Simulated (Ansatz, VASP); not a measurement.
# Tl: VASP beside Ansatz

The input INCAR:

```
  PREC = Accurate
  ENCUT = 520
  EDIFF = 1E-6
  ISMEAR = 0
  SIGMA = 0.15
  LREAL = F
  LASPH = T
  NELM = 100
  ALGO = Fast
  ISIF = 2
  LWAVE = F
  LCHARG = F
  GGA = PS
  NBANDS = 20
```

Contents of KPOINTS:

```
regular mesh
0
Gamma
  18 18 10
```

POSCAR

```
Tl
1.0
    3.7324782250      0.0000000000      0.0000000000
   -1.8662391125      3.2324209619      0.0000000000
    0.0000000000      0.0000000000      5.3040000000
Tl
2
Direct
    0.3333333333      0.6666666667      0.2500000000
    0.6666666667      0.3333333333      0.7500000000
```

Input for Ansatz:

```yaml
crystal:
  lattice:
    - [3.732478225, 0.0, 0.0]
    - [-1.8662391125, 3.2324209619, 0.0]
    - [0.0, 0.0, 5.304]
  atoms:
    - { symbol: Tl, position: [0.3333333333, 0.6666666667, 0.25] }
    - { symbol: Tl, position: [0.6666666667, 0.3333333333, 0.75] }
basis:
  ecutwfc: 420
kpoints:
  mp_grid: { grid: [18, 18, 10] }
hamiltonian:
  xc: pbesol
scf:
  occupations: { method: gaussian, width: 0.15 }
output:
  forces: true
  stress: true
  eigenvalues: true
```

Change from the starting cell: strain +0.080 along x and y, -0.040 along z, atoms carried along.

Alike in both runs: task single point; functional PBEsol; k mesh 18 × 18 × 10; occupations gaussian, width 0.15 eV; no spin polarisation.

|  | VASP | Ansatz |
| --- | --- | --- |
| version | VASP 6.6.1 | Ansatz 0.2.0 |
| potentials or method | VASP PAW PBE potentials, release 64 (Tl_d), cutoff 520 eV | scalar-relativistic, plane waves, PAW |
| valence electrons in the cell | 26 | 26 |

Ansatz gave:

* gap on the k mesh at the Fermi level (eV): none
* pressure (GPa): -2.6
* traceless stress, the component that is largest in VASP (GPa): 0.72

Problem. Estimate VASP's values.

Solution. gap on the k mesh at the Fermi level (eV): none; pressure (GPa): -2.7; traceless stress, the component that is largest in VASP (GPa): 0.72.

VASP's potentials were made for PBE, not for PBEsol. A gap of «none» marks a metal or a gap that the smearing closes.

Neither program's run includes spin-orbit coupling.
